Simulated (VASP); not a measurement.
# HfPb2 (I4/mmm) in VASP: further runs, part 2 of 2

VASP 6.6.1. Earlier steps stand in the parts before.

## Step 3: Single point, PBE

This run uses another cell than the first one, of 26.13 Å³/atom, 1.014 times its volume.

Contents of INCAR:

```
SYSTEM = HfPb2
ALGO     = Normal         ! electronic algorithm
EDIFF    = 1E-6           ! SCF threshold, eV
ENCUT    = 520            ! plane-wave cutoff, eV
GGA      = PE             ! functional
ISIF     = 2              ! what is computed and relaxed
ISMEAR   = 0              ! smearing method
LASPH    = .TRUE.         ! aspherical terms in the spheres
LCHARG   = .TRUE.         ! write CHGCAR
LELF     = .TRUE.         ! ELF
LREAL    = .FALSE.        ! projectors in reciprocal space
LVHAR    = .TRUE.       
LWAVE    = .FALSE.        ! write WAVECAR
NBANDS   = 26             ! bands
NELM     = 80             ! most SCF steps
PREC     = Accurate       ! precision mode
SIGMA    = 0.1            ! smearing width, eV
```

Contents of KPOINTS:

```
k-points
0
G
  6 6 6
  0 0 0
```

Contents of POSCAR:

```
HfPb2
1.0
   -1.9989675973      1.9989675973      4.9037173871
    1.9989675973     -1.9989675973      4.9037173871
    1.9989675973      1.9989675973     -4.9037173871
Hf Pb
1 2
Direct
    0.0000000000      0.0000000000      0.0000000000
    0.6650000000      0.6650000000      0.0000000000
    0.3350000000      0.3350000000      0.0000000000
```

Potentials or basis: VASP PAW PBE potentials, release 64 (Hf_pv, Pb_d).

Launch:

```console
cat potpaw_PBE.64/Hf_pv/POTCAR potpaw_PBE.64/Pb_d/POTCAR > POTCAR
mpirun -np 1 vasp_std > vasp.out
```

OUTCAR:

```text
SYSTEM = HfPb2
   EDIFF = 1E-6
   ENCUT = 520
   GGA = PE
   ISIF = 2
   ISMEAR = 0
   LASPH = .TRUE.
   LREAL = .FALSE.
   NELM = 80
   PREC = Accurate

 ion  position               nearest neighbor table
   1  0.000  0.000  0.000-   2 3.26   2 3.26   2 3.26   3 3.26   2 3.26   3 3.26   3 3.26   3 3.26
                             2 3.29   3 3.29
   2  0.665  0.665  0.000-   3 3.24   1 3.26   1 3.26   1 3.26   1 3.26   3 3.28   3 3.28   3 3.28
                             3 3.28   1 3.29
   3  0.335  0.335  0.000-   2 3.24   1 3.26   1 3.26   1 3.26   1 3.26   2 3.28   2 3.28   2 3.28
                             2 3.28   1 3.29

  LATTYP: Found a body centered tetragonal cell.
 ALAT       =     3.9979351946
 C/A-ratio  =     2.4531250000

  Lattice vectors:

 A1 = (  -1.9989675973,   1.9989675973,   4.9037173871)
 A2 = (   1.9989675973,  -1.9989675973,   4.9037173871)
 A3 = (   1.9989675973,   1.9989675973,  -4.9037173871)

Analysis of symmetry for initial positions (statically):
=====================================================================
 Subroutine PRICEL returns:
 Original cell was already a primitive cell.

 Routine SETGRP: Setting up the symmetry group for a
 body centered tetragonal supercell.

 Subroutine GETGRP returns: Found 16 space group operations
 (whereof 16 operations were pure point group operations)
 out of a pool of 16 trial point group operations.

The static configuration has the point symmetry D_4h.

Analysis of symmetry for dynamics (positions and initial velocities):
=====================================================================
 Subroutine PRICEL returns:
 Original cell was already a primitive cell.

 Routine SETGRP: Setting up the symmetry group for a
 body centered tetragonal supercell.

 Subroutine GETGRP returns: Found 16 space group operations
 (whereof 16 operations were pure point group operations)
 out of a pool of 16 trial point group operations.

The dynamic configuration has the point symmetry D_4h.
[... 112 lines left out ...]
   NELECT =      38.0000    total number of electrons
   NUPDOWN=      -1.0000    fix difference up-down
   EMIN   =  10.00;   EMAX   =-10.00  energy-range for DOS
   EFERMI =   0.00;   METHOD = LEGACY
   ISMEAR =     0;   SIGMA  =   0.10  broadening in eV -4-tet -1-fermi 0-gaus
   EFERMI_NEDOS =   21; number of points for ismear=-14 and -15
   IALGO  =     38    algorithm
   IMIX   =      4    mixing-type and parameters
     AMIX     =   0.40;   BMIX     =  1.00
     AMIX_MAG =   1.60;   BMIX_MAG =  1.00
  volume/ion in A,a.u.               =      26.13       176.31
  Fermi-wavevector in a.u.,A,eV,Ry     =   1.286087  2.430352 22.504309  1.654020
  Thomas-Fermi vector in A             =   2.418183
   LORBIT       =      0    0 simple, 1 ext, 2 COOP (PROOUT), +10 PAW based schemes
   GGA     = PE    functional components
   LHFCALC =     F    Hartree Fock is set to
   AEXX    =    0.0000 exact exchange contribution
   IVDW    =     0    specifies the selected vdW correction
   LEPSILON=     F    determine dielectric tensor
   LRPA    =     F    only Hartree local field effects (RPA)
 non-spin polarized calculation
 Gauss-broadening in eV      SIGMA  =   0.10
  energy-cutoff  :      520.00
  volume of cell :       78.38
 maximum number of plane-waves:      2134
   NGX = 21   NGY = 21   NGZ = 21

 number of electron      38.0000003 magnetization

 Free energy of the ion-electron system (eV)
  ---------------------------------------------------
  ext. energy  EPLUGINS =         0.00000000
  ---------------------------------------------------
  free energy    TOTEN  =       -16.32799330 eV

  energy without entropy =      -16.30658608  energy(sigma->0) =      -16.31728969

 E-fermi :   6.9005     XC(G=0): -10.8211

 val. band max:        6.8914987177   @ k =   0.3333  -0.0000   0.0000
 cond. band min:       6.9059744386   @ k =   0.3333   0.3333   0.0000
 fundamental gap:      0.0144757210
 Fermi energy:         6.9004689549

 k-point     1 :       0.0000    0.0000    0.0000
  band No.  band energies     occupation
      1     -24.4478      2.00000
      2     -24.3515      2.00000
      3     -24.3515      2.00000
      4      -9.6290      2.00000
      5      -9.6122      2.00000
      6      -9.5466      2.00000
[... 685 lines left out ...]
     25      12.3824      0.00000
     26      12.8356      0.00000

 [... further k-points ...]
[... 5 lines left out ...]
  --------------------------------------------------------------------------------------
  -------------------------------------------------------------------------------------
  Total       -1.1490973     -1.1490973      0.3566734      0.0000000      0.0000000      0.0000000
  in kB      -23.4893204    -23.4893204      7.2909536      0.0000000      0.0000000      0.0000000
  external PRESSURE =     -13.2292291 kB  Pullay stress =       0.0000000 kB

 VOLUME and BASIS-vectors are now :
 -----------------------------------------------------------------------------
  energy-cutoff  :      520.00
  volume of cell :       78.38
      direct lattice vectors                 reciprocal lattice vectors
    -1.998967597  1.998967597  4.903717387     0.000000000  0.250129117  0.101963462
     1.998967597 -1.998967597  4.903717387     0.250129117  0.000000000  0.101963462
     1.998967597  1.998967597 -4.903717387     0.250129117  0.250129117  0.000000000

 POSITION                                       TOTAL-FORCE (eV/Angst)
 -----------------------------------------------------------------------------------
      0.00000      0.00000      0.00000         0.000000      0.000000      0.000000
      0.00000      0.00000      6.52194        -0.000000     -0.000000     -0.454115
      0.00000      0.00000      3.28549        -0.000000     -0.000000      0.454115
 -----------------------------------------------------------------------------------
    total drift:                               -0.000000     -0.000000      0.000000

  FREE ENERGIE OF THE ION-ELECTRON SYSTEM (eV)
  ---------------------------------------------------
  free  energy   TOTEN  =       -16.3279932975 eV

  energy  without entropy=      -16.3065860768  energy(sigma->0) =      -16.31728969
```

OSZICAR:

```text
N       E                     dE             d eps       ncg     rms          rms(c)
DAV:   1     0.385176516433E+03    0.38518E+03   -0.19287E+04  1560   0.171E+03
DAV:   2     0.126184046319E+02   -0.37256E+03   -0.36485E+03  1594   0.450E+02
DAV:   3    -0.161963432531E+02   -0.28815E+02   -0.28388E+02  2032   0.144E+02
DAV:   4    -0.171643233869E+02   -0.96798E+00   -0.96522E+00  2006   0.279E+01
DAV:   5    -0.172051723208E+02   -0.40849E-01   -0.40845E-01  2334   0.555E+00    0.301E+01
DAV:   6    -0.163916364147E+02    0.81354E+00   -0.24384E+00  1762   0.557E+00    0.194E+01
DAV:   7    -0.163327259460E+02    0.58910E-01   -0.52818E-01  2228   0.658E+00    0.436E+00
DAV:   8    -0.163299728134E+02    0.27531E-02   -0.26613E-02  1820   0.108E+00    0.624E-01
DAV:   9    -0.163279714856E+02    0.20013E-02   -0.10785E-02  1984   0.113E+00    0.126E-01
DAV:  10    -0.163279984818E+02   -0.26996E-04   -0.63123E-04  2082   0.162E-01    0.519E-02
DAV:  11    -0.163279942681E+02    0.42137E-05   -0.64100E-05  2214   0.509E-02    0.201E-02
DAV:  12    -0.163279930611E+02    0.12070E-05   -0.94922E-06  1616   0.131E-02    0.949E-03
DAV:  13    -0.163279932975E+02   -0.23639E-06   -0.48775E-07   976   0.588E-03
   1 F= -.16327993E+02 E0= -.16317290E+02  d E =-.214072E-01
```

It took 54 s on 1 thread of Intel Xeon 6975P-C (Granite Rapids), shared host; peak memory 0.27 GiB.

Results:

```yaml
Free_energy: -16.3280 eV
Pressure: -1.3 GPa
Largest_force: 0.454 eV/Å
Band_gap_on_the_k_mesh: zero (band 19 reaches 7.64 eV, above the bottom of band 20 at 6.51 eV)
```

Forces in eV/Å, atoms in the order of the input:
```
Hf   0.000  0.000  0.000
Pb   0.000  0.000 -0.454
Pb   0.000  0.000  0.454
```

Stress tensor (GPa, compression positive):
```
-2.35  0.00  0.00
 0.00 -2.35  0.00
 0.00  0.00  0.73
```

Caveat: the k points lie up to 0.37 Å⁻¹ apart; spin-orbit coupling is left out, which moves the levels of the heavy elements.
